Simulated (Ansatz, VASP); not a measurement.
# One calculation of AlN, two programs

POSCAR

```
AlN
1.0
    0.0000000000      2.2115319131      2.2115319131
    2.2115319131      0.0000000000      2.2115319131
    2.2115319131      2.2115319131      0.0000000000
Al N
1 1
Direct
    0.0000000000      0.0000000000      0.0000000000
    0.2500000000      0.2500000000      0.2500000000
```

The input INCAR.step1:

```
SYSTEM = AlN
PREC = Accurate ; ENCUT = 520
ISMEAR = 0 ; SIGMA = 0.01
LREAL = .False. ; LASPH = .True.
NELM = 60 ; NBANDS = 11
GGA = PE ; ALGO = Normal
EDIFF = 1E-4 ; LWAVE = .True.
LCHARG = .False.
```

INCAR.step2

```
SYSTEM = AlN
PREC = Accurate ; ENCUT = 520
EDIFF = 1E-6 ; ISMEAR = 0
SIGMA = 0.01 ; LREAL = .False.
LASPH = .True. ; NELM = 60
ALGO = Normal ; ISIF = 2
LWAVE = .False. ; LCHARG = .False.
METAGGA = R2SCAN ; LMIXTAU = .True.
NBANDS = 11 ; ISTART = 1
```

File KPOINTS:

```
Automatic mesh
0
Gamma
  10 10 10
  0 0 0
```

Input for Ansatz:

```yaml
crystal:
  lattice:
    - [0.0, 2.2115319131, 2.2115319131]
    - [2.2115319131, 0.0, 2.2115319131]
    - [2.2115319131, 2.2115319131, 0.0]
  atoms:
    - { symbol: Al, position: [0.0, 0.0, 0.0] }
    - { symbol: "N", position: [0.25, 0.25, 0.25] }
kpoints:
  mp_grid: { grid: [10, 10, 10] }
  band_path:
    path:
      - [0.0, 0.0, 0.0]
      - [-0.5, -0.5, 0.0]
      - [-0.375, -0.375, 0.25]
      - [-0.375, 0.0, 0.375]
      - [0.0, 0.0, 0.5]
      - [-0.5, -0.25, 0.25]
    npoints: 1
hamiltonian:
  xc: r2scan
scf:
  occupations: { method: fixed }
  n_extra_bands: 4
output:
  forces: true
  stress: true
  eigenvalues: true
```

Change from the starting cell: hydrostatic strain +1.2%.

Alike in both runs: task single point; functional r2SCAN; k mesh 10 × 10 × 10; no spin polarisation.

|  | VASP | Ansatz |
| --- | --- | --- |
| version | VASP 6.6.1 | Ansatz 0.2.0 |
| potentials or method | VASP PAW PBE potentials, release 64 (Al, N) | plane waves, PAW |
| plane-wave cutoff (eV) | 520 | 500 |
| occupations | gaussian, width 0.01 eV | fixed |
| valence electrons in the cell | 8 | 8 |

VASP gave:

- gap on the k mesh at the Fermi level (eV): 3.90
- pressure (GPa): -7.5

Problem. Which values does Ansatz return?

Solution. gap on the k mesh at the Fermi level (eV): 3.91; pressure (GPa): -7.1.

VASP's potentials were made for PBE, not for r2SCAN.
